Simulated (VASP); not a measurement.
# LaRhI6 in VASP: single point with PBEsol

Aim: the single point of LaRhI6 with PBEsol.

Program: VASP 6.6.1. These are calculated values, not measurements. Logs are shortened: lines on timing, memory, paths and dates and some standing lists are left out, and cuts for length are marked.

### 1 The cell of the first run

The typed cell holds 8 atoms: a = 7.796 Å, b = 7.071 Å, c = 7.072 Å, α = 60.01°, β = 63.04°, γ = 63.03°.

### 2 Single point, PBEsol

INCAR

```
SYSTEM = LaRhI6
PREC     = Accurate       ! precision mode
ENCUT    = 520            ! plane-wave cutoff, eV
EDIFF    = 1E-6           ! SCF threshold, eV
ISMEAR   = -1             ! smearing method
SIGMA    = 0.05           ! smearing width, eV
LREAL    = .False.        ! projectors in reciprocal space
LASPH    = .True.         ! aspherical terms in the spheres
NELM     = 80             ! most SCF steps
ALGO     = Normal         ! electronic algorithm
ISIF     = 2              ! what is computed and relaxed
LWAVE    = .False.        ! write WAVECAR
LCHARG   = .False.        ! write CHGCAR
GGA      = PS             ! functional
NBANDS   = 44             ! bands
```

KPOINTS

```
Automatic mesh
0
Gamma
  4 4 4
  0 0 0
```

POSCAR

```
LaRhI6
1.0
   -0.4975165155      5.5020509128      5.5008289418
    5.0011639008     -0.0017576367      4.9981239835
    5.0023317394      4.9987549553     -0.0029591867
La Rh I
1 1 6
Direct
    0.5090410493      0.4965410066      0.4865337010
    0.0090432758     -0.0034526328     -0.0134770132
    0.7795248095      0.3949557918      0.0350881091
    0.2385636093      0.5981350620      0.9379727444
    0.2385673333      0.9480023518      0.2039225584
    0.7795142588      0.0450895961      0.7691290079
    0.2385246078      0.2139312315      0.5882018199
    0.7795524515      0.7791703136      0.3848336229
```

Potentials or basis: VASP PAW PBE potentials, release 64 (La, Rh_pv, I).

On the command line:

```
$ cat potpaw_PBE.64/La/POTCAR potpaw_PBE.64/Rh_pv/POTCAR potpaw_PBE.64/I/POTCAR > POTCAR
$ mpirun -np 1 vasp_std > vasp.out
```

OUTCAR:

```text
SYSTEM = LaRhI6
   PREC = Accurate
   ENCUT = 520
   EDIFF = 1E-6
   ISMEAR = -1
   LREAL = .False.
   LASPH = .True.
   NELM = 80
   ISIF = 2
   GGA = PS

 ion  position               nearest neighbor table
   1  0.509  0.497  0.487-   8 3.16   7 3.16   4 3.16   3 3.16   6 3.16   5 3.16
   2  0.009  0.997  0.987-   8 2.66   7 2.66   4 2.66   5 2.66   3 2.66   6 2.66
   3  0.780  0.395  0.035-   2 2.66   1 3.16
   4  0.239  0.598  0.938-   2 2.66   1 3.16
   5  0.239  0.948  0.204-   2 2.66   1 3.16
   6  0.780  0.045  0.769-   2 2.66   1 3.16
   7  0.239  0.214  0.588-   2 2.66   1 3.16
   8  0.780  0.779  0.385-   2 2.66   1 3.16

  LATTYP: Found a triclinic cell.
 ALAT       =     7.0718372925
 B/A-ratio  =     1.0000507650
 C/A-ratio  =     1.1024153485
 COS(alpha) =     0.0000433624
 COS(beta)  =     0.4534215503
 COS(gamma) =     0.5002052930

  Lattice vectors:

 A1 = (   5.0023317394,   4.9987549553,  -0.0029591867)
 A2 = (   0.0011678386,   5.0005125920,  -5.0010831702)
 A3 = (  -0.4975165155,   5.5020509128,   5.5008289418)

Analysis of symmetry for initial positions (statically):
=====================================================================
 Subroutine PRICEL returns:
 Original cell was already a primitive cell.

 Routine SETGRP: Setting up the symmetry group for a
 triclinic supercell.

 Subroutine GETGRP returns: Found  1 space group operations
 (whereof  1 operations were pure point group operations)
 out of a pool of  2 trial point group operations.

The static configuration has the point symmetry C_1 .

Analysis of symmetry for dynamics (positions and initial velocities):
=====================================================================
 Subroutine PRICEL returns:
 Original cell was already a primitive cell.

 Routine SETGRP: Setting up the symmetry group for a
 triclinic supercell.

 Subroutine GETGRP returns: Found  1 space group operations
 (whereof  1 operations were pure point group operations)
 out of a pool of  2 trial point group operations.

The dynamic configuration has the point symmetry C_1 .

 Subroutine INISYM returns: Found  1 space group operations
 (whereof  1 operations are pure point group operations),
 and found     1 'primitive' translations

----------------------------------------------------------------------------------------

                                     Primitive cell

  volume of cell :     287.6422

[... 99 lines left out ...]
   NELM   =     80;   NELMIN=  2; NELMDL= -5     # of ELM steps
   EDIFF  = 0.1E-05   stopping-criterion for ELM
   LREAL  =      F    real-space projection
   EDIFFG = 0.1E-04   stopping-criterion for IOM
   NSW    =      0    number of steps for IOM
   IBRION =     -1    ionic relax: 0-MD 1-quasi-New 2-CG
   NFREE  =      0    steps in history (QN), initial steepest desc. (CG)
   ISIF   =      2    stress and relaxation
   ISYM   =      2    0-nonsym 1-usesym 2-fastsym
   POTIM  = 0.5000    time-step for ionic-motion
   TEBEG  =    0.0;   TEEND  =   0.0 temperature during run
   PSTRESS=    0.0 pullay stress
   NELECT =      68.0000    total number of electrons
   NUPDOWN=      -1.0000    fix difference up-down
   EMIN   =  10.00;   EMAX   =-10.00  energy-range for DOS
   EFERMI =   0.00;   METHOD = LEGACY
   ISMEAR =    -1;   SIGMA  =   0.05  broadening in eV -4-tet -1-fermi 0-gaus
   EFERMI_NEDOS =   21; number of points for ismear=-14 and -15
   IALGO  =     38    algorithm
   IMIX   =      4    mixing-type and parameters
     AMIX     =   0.40;   BMIX     =  1.00
     AMIX_MAG =   1.60;   BMIX_MAG =  1.00
  volume/ion in A,a.u.               =      35.96       242.64
  Fermi-wavevector in a.u.,A,eV,Ry     =   1.012264  1.912901 13.941584  1.024677
  Thomas-Fermi vector in A             =   2.145363
   LORBIT       =      0    0 simple, 1 ext, 2 COOP (PROOUT), +10 PAW based schemes
   GGA     = PS    functional components
   LHFCALC =     F    Hartree Fock is set to
   AEXX    =    0.0000 exact exchange contribution
   IVDW    =     0    specifies the selected vdW correction
   LEPSILON=     F    determine dielectric tensor
   LRPA    =     F    only Hartree local field effects (RPA)
 non-spin polarized calculation
  energy-cutoff  :      520.00
  volume of cell :      287.64
 maximum number of plane-waves:      7770
 NGX is ok and might be reduce to    60
   NGX = 29   NGY = 27   NGZ = 27

 number of electron      67.9999999 magnetization

 Free energy of the ion-electron system (eV)
  ---------------------------------------------------
  ext. energy  EPLUGINS =         0.00000000
  ---------------------------------------------------
  free energy    TOTEN  =       -29.99280588 eV

  energy without entropy =      -29.99266270  energy(sigma->0) =      -29.99273429

 E-fermi :   4.4025     XC(G=0):  -8.9186

 val. band max:        4.0535351042   @ k =   0.0000   0.5000  -0.0000
 cond. band min:       4.7322264388   @ k =   0.5000   0.0000   0.5000
 fundamental gap:      0.6786913345
 Fermi energy:         4.4025109568

 k-point     1 :       0.0000    0.0000    0.0000
  band No.  band energies     occupation
      1     -41.9546      2.00000
      2     -41.9487      2.00000
      3     -41.9485      2.00000
      4     -28.3631      2.00000
      5     -12.1996      2.00000
      6     -12.1995      2.00000
[... 1117 lines left out ...]
     43       6.6303      0.00000
     44       6.7193      0.00000

 [... further k-points ...]
[... 5 lines left out ...]
  --------------------------------------------------------------------------------------
  -------------------------------------------------------------------------------------
  Total       -0.0571980     -0.0613728     -0.0535708     -0.0113345      0.0138174     -0.0095570
  in kB       -0.3185948     -0.3418488     -0.2983910     -0.0631336      0.0769633     -0.0532329
  external PRESSURE =      -0.3196115 kB  Pullay stress =       0.0000000 kB

 VOLUME and BASIS-vectors are now :
 -----------------------------------------------------------------------------
  energy-cutoff  :      520.00
  volume of cell :      287.64
      direct lattice vectors                 reciprocal lattice vectors
    -0.497516515  5.502050913  5.500828942    -0.086859268  0.086972888  0.086942682
     5.001163901 -0.001757637  4.998123984     0.095652087 -0.095658767  0.104331166
     5.002331739  4.998754955 -0.002959187     0.095638263  0.104286490 -0.095659758

 POSITION                                       TOTAL-FORCE (eV/Angst)
 -----------------------------------------------------------------------------------
      4.66383      5.23196      5.28048        -0.000104     -0.000232     -0.000000
      9.91431      4.97939      5.02769         0.000124     -0.000046      0.000000
      1.76293      4.46369      6.26197         0.000098      0.002458     -0.001306
      7.56473      6.00023      4.29908        -0.000157     -0.002539      0.001346
      5.64251      2.33030      6.04995        -0.001381      0.000505     -0.002555
      3.68512      8.13354      4.51106         0.001304     -0.000330      0.002606
      3.89362      4.25228      2.37960         0.002461      0.001295      0.000422
      5.43398      6.21146      8.18144        -0.002344     -0.001111     -0.000514
 -----------------------------------------------------------------------------------
    total drift:                               -0.000000     -0.000199     -0.000098

  FREE ENERGIE OF THE ION-ELECTRON SYSTEM (eV)
  ---------------------------------------------------
  free  energy   TOTEN  =       -29.9928058752 eV

  energy  without entropy=      -29.9926627008  energy(sigma->0) =      -29.99273429
```

stdout:

```text
POSCAR found type information on POSCAR LaRhI
 POSCAR found :  3 types and       8 ions
 scaLAPACK will be used
 -----------------------------------------------------------------------------
|                                                                             |
|                                                                             |
|     You enforced a specific xc type in the INCAR file but a different       |
|     I HOPE YOU KNOW WHAT YOU ARE DOING!                                     |
|                                                                             |
 -----------------------------------------------------------------------------

 LDA part: xc-table for (Slater+PW92), standard interpolation
 POSCAR, INCAR and KPOINTS ok, starting setup
 FFT: planning ... GRIDC
 FFT: planning ... GRID_SOFT
 FFT: planning ... GRID
 WAVECAR not read
 entering main loop
```

Run time: 18 min. Hardware: 1 thread of Intel Xeon Platinum 8259CL at 2.50GHz (Skylake/Cascade Lake), shared host; peak memory 0.73 GiB.

Results:

```
Free energy            : -29.9928 eV
Pressure               : 0.0 GPa
Band gap on the k mesh : 0.68 eV (least direct gap 0.83 eV)
```

Forces on the atoms (eV/Å):
```
La   0.000  0.000  0.000
Rh   0.000  0.000  0.000
I    0.000  0.002 -0.001
I    0.000 -0.003  0.001
I   -0.001  0.001 -0.003
I    0.001  0.000  0.003
I    0.002  0.001  0.000
I   -0.002 -0.001 -0.001
```

Caveat: the PAW data sets were made with another functional, which shifts forces and pressure a little; spin-orbit coupling is left out, which moves the levels of the heavy elements.
